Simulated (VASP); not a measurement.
Runs of VASP 6.6.1 on AlCr2C. The structure is that of space group P6_3/mmc (No. 194), or close to it. The cells are those of the table. 

| task | cell | cutoff (eV) | gap on the mesh (eV) | pressure (GPa) | largest force (eV/Å) |
| --- | --- | --- | --- | --- | --- |
| single point | a = 2.897, b = 2.897, c = 12.940 Å, angles 90.0, 90.0, 120.0°, 8 atoms | 520 | none | (b) | 0.04 |
| single point | a = 2.812, b = 2.812, c = 12.569 Å, angles 90.0, 90.0, 120.0°, 8 atoms | 520 | none | 6.2 | 0.05 |
| single point | a = 2.932, b = 2.932, c = 13.113 Å, angles 90.0, 90.0, 120.0°, 8 atoms | 520 | none | -14.3 | 0.04 |
| single point | a = 2.782, b = 2.782, c = 12.450 Å, angles 90.0, 90.0, 120.0°, 8 atoms | 520 | none | 13.4 | 0.05 |
| single point | a = 2.870, b = 2.870, c = 12.813 Å, angles 90.0, 90.0, 120.0°, 8 atoms | 520 | none | (a) | 0.04 |
| single point | a = 2.842, b = 2.842, c = 12.690 Å, angles 90.0, 90.0, 120.0°, 8 atoms | 520 | none | 0.1 | 0.04 |
| single point | a = 2.750, b = 2.750, c = 12.333 Å, angles 90.0, 90.0, 120.0°, 8 atoms | 520 | none | 21.9 | 0.06 |
| single point | a = 2.717, b = 2.717, c = 12.215 Å, angles 90.0, 90.0, 120.0°, 8 atoms | 520 | none | 31.9 | 0.06 |
| relaxation of shape and atoms at fixed volume | relaxed from a = 2.752, b = 2.752, c = 12.316 Å, angles 90.0, 90.0, 120.0°, 8 atoms | 600 | none | 21.6 | 0.01 |

Alike in all rows: level PBE; potentials or basis VASP PAW PBE potentials, release 64 (Al, Cr_pv, C); no spin polarisation; k mesh 12 × 12 × 4; smearing gaussian 0.1 eV.

**Question.** Estimate the missing entries.

**Answer.** (a) -5.1; (b) -9.5.

A gap of «none» marks levels without a gap at the run's occupations.
